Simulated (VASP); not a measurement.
Wanted: the native input for a VASP 6.6.1 run.

| Quantity | Value |
| --- | --- |
| Task | single point |
| Functional | PBEsol |
| Potentials or basis | VASP PAW PBE potentials, release 64 (Mo_sv, S) |
| Cutoff | 520 eV |
| k mesh | 9 × 9 × 2 |
| Occupations | gaussian, width 0.05 eV |
| Spin | no spin polarisation |
| Dipole correction | no |
| Further INCAR settings | ALGO = Normal; EDIFF = 1e-07; NBANDS = 35 |

The structure of MoS2 lies in POSCAR:

```
MoS2
1.0
    3.1690000000      0.0000000000      0.0000000000
   -1.5845000000      2.7444345046      0.0000000000
    0.0000000000      0.0000000000     12.3240000000
Mo S
2 4
Direct
    0.3333333333      0.6666666667      0.2500000000
    0.6666666667      0.3333333333      0.7500000000
    0.3333333333      0.6666666667      0.6230000000
    0.6666666667      0.3333333333      0.1230000000
    0.3333333333      0.6666666667      0.8770000000
    0.6666666667      0.3333333333      0.3770000000
```

The input as run:

INCAR

```
ALGO = Normal
EDIFF = 1E-7
ENCUT = 520
GGA = PS
ISIF = 2
ISMEAR = 0
LASPH = True
LCHARG = False
LREAL = False
LWAVE = False
NBANDS = 35
NELM = 80
PREC = Accurate
SIGMA = 0.05
```

KPOINTS

```
k-points
0
Gamma
  9 9 2
```

Potentials or basis: VASP PAW PBE potentials, release 64 (Mo_sv, S).

The run is started by

```console
$ cat potpaw_PBE.64/Mo_sv/POTCAR potpaw_PBE.64/S/POTCAR > POTCAR
$ mpirun -np 1 vasp_std > vasp.out
```

Results of the run:

```
Pressure               : -3.0 GPa
Largest force          : 0.311 eV/Å
Band gap on the k mesh : 0.93 eV, indirect (least direct gap 1.66 eV)
```

Caveat: the PAW data sets were made with another functional, which shifts forces and pressure a little; this functional lacks dispersion, which binds the layers, so the pressure and a relaxed spacing across them are unreliable.

It took 65 s on 1 thread of Intel Xeon 6975P-C, with other jobs on the host, peak memory 0.26 GiB.
